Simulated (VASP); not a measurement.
Here is a VASP 6.6.1 calculation.

INCAR

```
SYSTEM = Si4P
  ALGO = Normal
  EDIFF = 1E-6
  EDIFFG = -0.04
  ENCUT = 600
  GGA = PE
  IBRION = 2
  ISIF = 3
  ISMEAR = 0
  LASPH = .TRUE.
  LCHARG = .FALSE.
  LREAL = .FALSE.
  LWAVE = .FALSE.
  NELM = 80
  NSW = 90
  PREC = Accurate
  SIGMA = 0.1
```

File KPOINTS:

```
k-points
0
G
  6 6 4
  0 0 0
```

Contents of POSCAR:

```
Si4P
1.0
    4.3559474500      0.0000000000      0.0000000000
   -2.1779737300      3.7723611500      0.0000000000
    0.0000000000      0.0000000000      5.5688026100
Si P
4 1
Direct
    0.3333333300      0.6666666700      0.0000000000
    0.6666666700      0.3333333300      0.0000000000
    0.0000000000      0.0000000000      0.2764229900
    0.0000000000      0.0000000000      0.7235770100
    0.0000000000      0.0000000000      0.0000000000
```

Potentials or basis: VASP PAW PBE potentials, release 64 (Si, P).

Run with:

```sh
$ cat potpaw_PBE.64/Si/POTCAR potpaw_PBE.64/P/POTCAR > POTCAR
$ mpirun -np 1 vasp_std > vasp.out
```

(1) Estimate the relaxed cell.

(2) Estimate the relaxed volume.

Results:

(1) a = 4.419 Å, b = 4.419 Å, c = 6.771 Å, α = 90.00°, β = 90.00°, γ = 120.00°.

(2) 22.91 Å³/atom.

Caveat: the volume moved by over 15 % at a fixed basis, so the end points are rough; an odd number of electrons without spin polarisation forces a metal; a magnetic or distorted state may lie lower.
